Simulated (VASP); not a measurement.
# Si2W (P6_222) in VASP: further runs, part 3 of 3

VASP 6.6.1. The steps go on from the part before.

**6. Single point, PBE (c/a of the conventional cell at fixed volume 1.3944)**

File INCAR:

```
  ALGO = Normal
  EDIFF = 1E-7
  ENCUT = 520
  GGA = PE
  ISIF = 2
  ISMEAR = 0
  LASPH = True
  LCHARG = False
  LREAL = False
  LWAVE = False
  NBANDS = 43
  NELM = 80
  PREC = Accurate
  SIGMA = 0.03
```

File KPOINTS:

```
k-points
0
Gamma
  9 9 6
```

File POSCAR:

```
Si2W
1.0
    4.6646658316      0.0000000000      0.0000000000
   -2.3323329158      4.0397191103      0.0000000000
    0.0000000000      0.0000000000      6.5044100356
Si W
6 3
Direct
    0.8300872726      0.6601745453      0.5000000000
    0.1699127274      0.8300872726      0.8333333333
    0.6601745453      0.8300872726      0.1666666667
    0.1699127274      0.3398254547      0.5000000000
    0.8300872726      0.1699127274      0.8333333333
    0.3398254547      0.1699127274      0.1666666667
    0.0000000000      0.5000000000      0.1666666667
    0.5000000000      0.5000000000      0.8333333333
    0.5000000000      0.0000000000      0.5000000000
```

Potentials or basis: VASP PAW PBE potentials, release 64 (Si, W_sv).

The run is started by

```sh
> cat potpaw_PBE.64/Si/POTCAR potpaw_PBE.64/W_sv/POTCAR > POTCAR
> mpirun -np 1 vasp_std > vasp.out
```

OUTCAR:

```text
EDIFF = 1E-7
   ENCUT = 520
   GGA = PE
   ISIF = 2
   ISMEAR = 0
   LASPH = True
   LREAL = False
   NELM = 80
   PREC = Accurate

 ion  position               nearest neighbor table
   1  0.830  0.660  0.500-   8 2.55   7 2.55   3 2.57   2 2.57   9 2.67   4 2.67   4 2.67   9 2.71
                             9 2.71   4 2.75
   2  0.170  0.830  0.833-   9 2.55   7 2.55   1 2.57   6 2.57   8 2.67   5 2.67   5 2.67   8 2.71
                             8 2.71   5 2.75
   3  0.660  0.830  0.167-   9 2.55   8 2.55   1 2.57   5 2.57   7 2.67   6 2.67   6 2.67   7 2.71
                             7 2.71   6 2.75
   4  0.170  0.340  0.500-   8 2.55   7 2.55   6 2.57   5 2.57   9 2.67   1 2.67   1 2.67   9 2.71
                             9 2.71   1 2.75
   5  0.830  0.170  0.833-   9 2.55   7 2.55   4 2.57   3 2.57   8 2.67   2 2.67   2 2.67   8 2.71
                             8 2.71   2 2.75
   6  0.340  0.170  0.167-   9 2.55   8 2.55   4 2.57   2 2.57   7 2.67   3 2.67   3 2.67   7 2.71
                             7 2.71   3 2.75
   7  0.000  0.500  0.167-   1 2.55   4 2.55   2 2.55   5 2.55   3 2.67   6 2.67   6 2.71   3 2.71
                             3 2.71   6 2.71   9 3.18   9 3.18   8 3.18   8 3.18
   8  0.500  0.500  0.833-   1 2.55   4 2.55   3 2.55   6 2.55   5 2.67   2 2.67   5 2.71   2 2.71
                             2 2.71   5 2.71   9 3.18   9 3.18   7 3.18   7 3.18
   9  0.500  0.000  0.500-   2 2.55   5 2.55   3 2.55   6 2.55   1 2.67   4 2.67   4 2.71   1 2.71
                             4 2.71   1 2.71   7 3.18   8 3.18   8 3.18   7 3.18

  LATTYP: Found a hexagonal cell.
 ALAT       =     4.6646658316
 C/A-ratio  =     1.3944000000

  Lattice vectors:

 A1 = (   4.6646658316,   0.0000000000,   0.0000000000)
 A2 = (  -2.3323329158,   4.0397191103,   0.0000000000)
 A3 = (   0.0000000000,   0.0000000000,   6.5044100356)

Analysis of symmetry for initial positions (statically):
=====================================================================
 Subroutine PRICEL returns:
 Original cell was already a primitive cell.

 Routine SETGRP: Setting up the symmetry group for a
 hexagonal supercell.

 Subroutine GETGRP returns: Found 12 space group operations
[... 164 lines left out ...]
 non-spin polarized calculation
 Gauss-broadening in eV      SIGMA  =   0.03
  energy-cutoff  :      520.00
  volume of cell :      122.57
 maximum number of plane-waves:      3328
 NGX is ok and might be reduce to    36

 number of electron      66.0000009 magnetization

 Free energy of the ion-electron system (eV)
  ---------------------------------------------------
  ext. energy  EPLUGINS =         0.00000000
  ---------------------------------------------------
  free energy    TOTEN  =       -73.63068147 eV

  energy without entropy =      -73.63068099  energy(sigma->0) =      -73.63068123

 E-fermi :  12.4504     XC(G=0): -12.4734

 val. band max:       12.3721145493   @ k =   0.4444   0.0000   0.5000
 cond. band min:      12.5284509233   @ k =   0.4444   0.0000   0.0000
 fundamental gap:      0.1563363740
 Fermi energy:        12.4503654169

 k-point     1 :       0.0000    0.0000    0.0000
  band No.  band energies     occupation
      1     -61.9458      2.00000
      2     -61.9330      2.00000
      3     -61.9330      2.00000
      4     -26.3447      2.00000
      5     -26.3235      2.00000
      6     -26.3235      2.00000
[... 1093 lines left out ...]
     42      15.5310      0.00000
     43      15.5980      0.00000

 [... further k-points ...]

------------------------ aborting loop because EDIFF is reached ----------------------------------------

  FORCE on cell =-STRESS in cart. coord.  units (eV):
  Direction    XX          YY          ZZ          XY          YZ          ZX
  --------------------------------------------------------------------------------------
  -------------------------------------------------------------------------------------
  Total       -1.2498575     -1.2498575      5.8616329      0.0000000     -0.0000000      0.0000000
  in kB      -16.3377202    -16.3377202     76.6213109      0.0000000     -0.0000000      0.0000000
  external PRESSURE =      14.6486235 kB  Pullay stress =       0.0000000 kB

 VOLUME and BASIS-vectors are now :
 -----------------------------------------------------------------------------
  energy-cutoff  :      520.00
  volume of cell :      122.57
      direct lattice vectors                 reciprocal lattice vectors
     4.664665832  0.000000000  0.000000000     0.214377629  0.123770982  0.000000000
    -2.332332916  4.039719110  0.000000000     0.000000000  0.247541963  0.000000000
     0.000000000  0.000000000  6.504410036     0.000000000  0.000000000  0.153741845

 POSITION                                       TOTAL-FORCE (eV/Angst)
 -----------------------------------------------------------------------------------
      2.33233      2.66692      3.25221        -0.000000      0.811890     -0.000000
     -1.14345      3.35332      5.42034        -0.703118      0.405945     -0.000000
      1.14345      3.35332      1.08407         0.703118      0.405945     -0.000000
      0.00000      1.37280      3.25221         0.000000     -0.811890     -0.000000
      3.47579      0.68640      5.42034         0.703118     -0.405945      0.000000
      1.18888      0.68640      1.08407        -0.703118     -0.405945     -0.000000
     -1.16617      2.01986      1.08407        -0.000000      0.000000      0.000000
      1.16617      2.01986      5.42034         0.000000     -0.000000     -0.000000
      2.33233      0.00000      3.25221         0.000000      0.000000     -0.000000
 -----------------------------------------------------------------------------------
    total drift:                                0.000000     -0.000000      0.000000

  FREE ENERGIE OF THE ION-ELECTRON SYSTEM (eV)
  ---------------------------------------------------
  free  energy   TOTEN  =       -73.6306814714 eV

  energy  without entropy=      -73.6306809922  energy(sigma->0) =      -73.63068123
```

OSZICAR:

```text
N       E                     dE             d eps       ncg     rms          rms(c)
DAV:   1     0.633553285590E+03    0.63355E+03   -0.35123E+04  4264   0.157E+03
DAV:   2    -0.351892771521E+02   -0.66874E+03   -0.64612E+03  4394   0.447E+02
DAV:   3    -0.749741614599E+02   -0.39785E+02   -0.38404E+02  5188   0.990E+01
DAV:   4    -0.760266396793E+02   -0.10525E+01   -0.10368E+01  5088   0.148E+01
DAV:   5    -0.760472277019E+02   -0.20588E-01   -0.20542E-01  5192   0.222E+00    0.432E+01
DAV:   6    -0.739516302340E+02    0.20956E+01   -0.11146E+01  5019   0.162E+01    0.151E+01
DAV:   7    -0.737005309634E+02    0.25110E+00   -0.11438E+00  4900   0.419E+00    0.745E+00
DAV:   8    -0.736321703004E+02    0.68361E-01   -0.16344E-01  5010   0.224E+00    0.544E-01
DAV:   9    -0.736311478586E+02    0.10224E-02   -0.12043E-02  5373   0.451E-01    0.341E-01
DAV:  10    -0.736307905353E+02    0.35732E-03   -0.26546E-03  5196   0.319E-01    0.925E-02
DAV:  11    -0.736306847767E+02    0.10576E-03   -0.45062E-04  5088   0.121E-01    0.276E-02
DAV:  12    -0.736306831519E+02    0.16249E-05   -0.19734E-05  5279   0.225E-02    0.887E-03
DAV:  13    -0.736306816068E+02    0.15451E-05   -0.86143E-07  4541   0.435E-03    0.170E-03
DAV:  14    -0.736306814951E+02    0.11167E-06   -0.54738E-08  2938   0.138E-03    0.703E-04
DAV:  15    -0.736306814714E+02    0.23753E-07   -0.18139E-08  2602   0.768E-04
   1 F= -.73630681E+02 E0= -.73630681E+02  d E =-.479199E-06
```

It took 3.6 min on 1 thread of Intel Xeon 6975P-C, shared host; peak memory 0.35 GiB.

What came out:

```
Free energy            : -73.6307 eV
Pressure               : 1.5 GPa
Largest force          : 0.812 eV/Å
Band gap on the k mesh : 0.16 eV, indirect (least direct gap 0.52 eV)
```

Forces in eV/Å, atoms in the order of the input:
```
Si   0.000  0.812  0.000
Si  -0.703  0.406  0.000
Si   0.703  0.406  0.000
Si   0.000 -0.812  0.000
Si   0.703 -0.406  0.000
Si  -0.703 -0.406  0.000
W    0.000  0.000  0.000
W    0.000  0.000  0.000
W    0.000  0.000  0.000
```

Stress tensor (GPa, compression positive):
```
-1.63  0.00  0.00
 0.00 -1.63  0.00
 0.00  0.00  7.66
```

Caveat: spin-orbit coupling is left out, which moves the levels of the heavy elements. A k mesh can miss the band edges.

**7. The runs side by side**

```tsv
cell	gap on the mesh (eV)	pressure (GPa)	largest force (eV/Å)
a = 4.520, b = 4.520, c = 6.928 Å, angles 90.0, 90.0, 120.0°, 9 atoms	0.39	0.5	0.07
a = 4.639, b = 4.639, c = 6.576 Å, angles 90.0, 90.0, 120.0°, 9 atoms	0.42	9.9	3.44
a = 4.665, b = 4.665, c = 6.504 Å, angles 90.0, 90.0, 120.0°, 9 atoms	0.16	1.5	0.81
```

Some of these runs hold the atoms at other places in the same cell, which the table doesn't show; runs alike in all that it shows share one row.

Alike in all rows: task single point; level PBE; potentials or basis VASP PAW PBE potentials, release 64 (Si, W_sv); no spin polarisation; k mesh 9 × 9 × 6; cutoff (eV) 520; smearing gaussian 0.03 eV.

Caveats: spin-orbit coupling is left out, which moves the levels of the heavy elements; forces of over 1 eV/Å act on the atoms, so gaps and moduli don't describe the material at rest (some runs).

Total energies depend on the potentials used, so only differences within one code and one set of settings carry meaning.
